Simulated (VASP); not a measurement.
Set up this calculation in VASP 6.6.1, as the native input.

| Item | Value |
| --- | --- |
| Task | single point |
| Functional | r2SCAN |
| Potentials or basis | VASP PAW PBE potentials, release 64 (C) |
| Cutoff | 520 eV |
| k mesh | 12 × 12 × 4 |
| Occupations | gaussian, width 0.05 eV |
| Spin | no spin polarisation |
| Dipole correction | no |
| Further INCAR settings | ALGO = Normal; EDIFF = 1e-06; NBANDS = 26 |

Crystal: C.

```
CELL_PARAMETERS angstrom
2.50984 0.00000 0.00000
-1.25492 2.17358 0.00000
0.00000 0.00000 8.28032
ATOMIC_POSITIONS crystal
C 0.98506 0.98506 0.09293
C 0.00000 0.00000 0.59293
C 0.00000 0.00000 0.40707
C 0.00000 0.00000 0.90707
C 0.33333 0.66667 0.15550
C 0.66667 0.33333 0.65550
C 0.33333 0.66667 0.34450
C 0.66667 0.33333 0.84450
```

This cell differs from its parent crystal: atom 1 (C) moved +0.037 Å towards its neighbour atom 1 (C) at 2.510 Å.

These files were run (other wordings do the same):

POSCAR

```
C
1.0
    2.5098396887      0.0000000000      0.0000000000
   -1.2549198443      2.1735849298      0.0000000000
    0.0000000000      0.0000000000      8.2803246060
C
8
Direct
   -0.0149411933     -0.0149411933      0.0929334766
    0.0000000000      0.0000000000      0.5929334766
    0.0000000000      0.0000000000      0.4070665234
    0.0000000000      0.0000000000      0.9070665234
    0.3333333333      0.6666666667      0.1554962099
    0.6666666667      0.3333333333      0.6554962099
    0.3333333333      0.6666666667      0.3445037901
    0.6666666667      0.3333333333      0.8445037901
```

INCAR.step1

```
SYSTEM = C
PREC = Accurate
ENCUT = 520
ISMEAR = 0
SIGMA = 0.05
LREAL = .False.
LASPH = .True.
NELM = 60
NBANDS = 26
GGA = PE
ALGO = Normal
EDIFF = 1E-4
LWAVE = .True.
LCHARG = .False.
```

INCAR.step2

```
SYSTEM = C
PREC = Accurate
ENCUT = 520
EDIFF = 1E-6
ISMEAR = 0
SIGMA = 0.05
LREAL = .False.
LASPH = .True.
NELM = 60
ALGO = Normal
ISIF = 2
LWAVE = .False.
LCHARG = .True.
METAGGA = R2SCAN
LMIXTAU = .True.
LELF = .True.
LVHAR = .True.
NBANDS = 26
ISTART = 1
```

KPOINTS

```
Automatic mesh
0
Gamma
  12 12 4
  0 0 0
```

Potentials or basis: VASP PAW PBE potentials, release 64 (C).

Launch:

```console
$ cat potpaw_PBE.64/C/POTCAR > POTCAR
$ cp INCAR.step1 INCAR
$ mpirun -np 1 vasp_std > vasp.out
$ cp INCAR.step2 INCAR
$ mpirun -np 1 vasp_std > vasp.out
```

Results of the run:

The pressure is 1.2 GPa and the largest force is 1.484 eV/Å. The band gap on the k mesh is 4.58 eV (least direct gap 5.25 eV).

Caveat: the cell differs from its parent crystal (atom 1 (C) moved +0.037 Å towards its neighbour atom 1 (C) at 2.510 Å); the PAW data sets were made with another functional, which shifts forces and pressure a little.

It took 31 min on 1 thread of Oxide Virtual Turin-like Processor (shared host), peak memory 0.3 GiB.
